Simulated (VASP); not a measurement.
Set up this calculation in VASP 6.6.1, as the native input.

- Task: single point
- Functional: PBE
- Dispersion: D3(BJ)
- Potentials or basis: VASP PAW PBE potentials, release 64 (Mo_sv, S)
- Cutoff: 520 eV
- k mesh: 12 × 12 × 4
- Occupations: gaussian, width 0.05 eV
- Spin: no spin polarisation
- Dipole correction: no
- Further INCAR settings: ALGO = Normal; EDIFF = 1e-06; NBANDS = 35

The structure of MoS2 lies in POSCAR:

```
MoS2
1.0
    3.1493511256      0.0000000000      0.0000000000
   -1.5746755628      2.7274180802      0.0000000000
    0.0000000000      0.0000000000     12.0907538840
Mo S
2 4
Direct
    0.3333333333      0.6666666667      0.2406170108
    0.6666666667      0.3333333333      0.7593829892
    0.3333333333      0.6666666667      0.6060166988
    0.6666666667      0.3333333333      0.1349644388
    0.3333333333      0.6666666667      0.8650355612
    0.6666666667      0.3333333333      0.3939833012
```

This cell differs from its parent crystal: atoms displaced along a vibrational mode.

One way to write it, as run:

INCAR

```
PREC = Accurate
ENCUT = 520
EDIFF = 1E-6
ISMEAR = 0
SIGMA = 0.05
LREAL = F
LASPH = T
NELM = 60
ALGO = Normal
ISIF = 2
LWAVE = F
LCHARG = F
GGA = PE
IVDW = 12
NBANDS = 35
```

KPOINTS

```
regular mesh
0
Gamma
  12 12 4
```

Potentials or basis: VASP PAW PBE potentials, release 64 (Mo_sv, S).

Launch:

```bash
$ cat potpaw_PBE.64/Mo_sv/POTCAR potpaw_PBE.64/S/POTCAR > POTCAR
$ mpirun -np 1 vasp_std > vasp.out
```

It gave:

```json
{
  "Pressure": "7.5 GPa",
  "Largest force": "7.808 eV/Å",
  "Band gap on the k mesh": "zero (bands 26 and 27 overlap by 0.64 eV)",
  "Dispersion energy per atom": "-0.437 eV"
}
```

Caveat: the cell differs from its parent crystal (atoms displaced along a vibrational mode); the cell stands under pressure; forces of over 1 eV/Å act on the atoms, so gaps and moduli don't describe the material at rest.

Run time: 2.6 min on 1 thread of AMD EPYC 9R45 96-Core Processor (Zen 5), with other jobs on the host, peak memory 0.32 GiB.
